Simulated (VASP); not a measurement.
**Ga3Se: relaxation of cell and atoms with r2SCAN**

Crystal: Ga3Se.

```xyz
4
Lattice="4.4325 0.0000 0.0000 0.0000 4.4325 0.0000 0.0000 0.0000 4.4325" Properties=species:S:1:pos:R:3 pbc="T T T"
Se    0.0000    0.0000    0.0000
Ga    2.2162    2.2162    0.0000
Ga    2.2162    0.0000    2.2162
Ga    0.0000    2.2162    2.2162
```

```yaml
Program: VASP 6.6.1
Task: relaxation of cell and atoms
Functional: r2SCAN
Potentials_or_basis: VASP PAW PBE potentials, release 64 (Se, Ga_d)
Cutoff: 600 eV
k_mesh: 6 × 6 × 6
Occupations: fermi-dirac, width 0.05 eV
Spin: no spin polarisation
Dipole_correction: no
Further_INCAR_settings: ALGO = Normal; EDIFF = 1e-06; IBRION = 2; EDIFFG = -0.01; NSW = 60; ISIF = 3
```

```json
{"Relaxed volume": "20.82 Å³/atom", "Relaxed cell": "a = 4.367 Å, b = 4.367 Å, c = 4.367 Å, α = 90.00°, β = 90.00°, γ = 90.00°", "Space group after relaxing (to 0.1 Å)": "Pm-3m (No. 221)", "Energy gained by relaxing": "5.5 meV/atom", "Ionic steps": "3", "Pressure after relaxing": "0.0 GPa", "Band gap on the k mesh": "zero (an odd number of electrons rules out a gap without spin polarisation)"}
```

Step by step:
| step | energy change (eV) | largest force (eV/Å) | pressure (GPa) | volume (Å³) |
| --- | --- | --- | --- | --- |
| 1 | 0.0000 | 0.0000 | -1.68 | 87.08 |
| 2 | -0.0202 | 0.0000 | -0.52 | 84.24 |
| 3 | -0.0219 | 0.0000 | -0.04 | 83.28 |

Final structure:
```
Se Ga
1.0
     4.36699    0.00000    0.00000
     0.00000    4.36699    0.00000
     0.00000    0.00000    4.36699
Se Ga
1 3
Cartesian
  0.0000 0.0000 0.0000
  2.1835 2.1835 0.0000
  2.1835 0.0000 2.1835
  0.0000 2.1835 2.1835
```

Levels at points of the mesh, in eV from the Fermi level:
| k point | band 19 | band 20 | band 21 | band 22 | band 23 | band 24 | band 25 | band 26 | band 27 |
| --- | --- | --- | --- | --- | --- | --- | --- | --- | --- |
| (0.00, 0.00, 0.00) | -4.17 | -4.17 | -2.76 | -2.76 | 1.68 | 1.68 | 1.68 | 4.78 | 4.78 |
| (0.50, 0.00, 0.00) | -3.15 | -3.15 | -1.99 | -1.18 | -0.37 | -0.37 | 1.34 | 4.50 | 4.55 |
| (0.50, 0.50, 0.00) | -6.87 | -2.46 | -0.68 | -0.66 | -0.66 | 1.59 | 1.75 | 1.75 | 1.91 |
| (0.50, 0.50, 0.50) | -5.35 | -5.30 | -5.30 | -5.30 | -3.92 | 4.39 | 4.39 | 4.39 | 9.30 |

Wall time 4.4 min on 1 thread of Intel(R) Xeon(R) Platinum 8488C (Sapphire Rapids), with other jobs on the host, peak memory 0.24 GiB.

Caveat: the PAW data sets were made with another functional, which shifts forces and pressure a little.
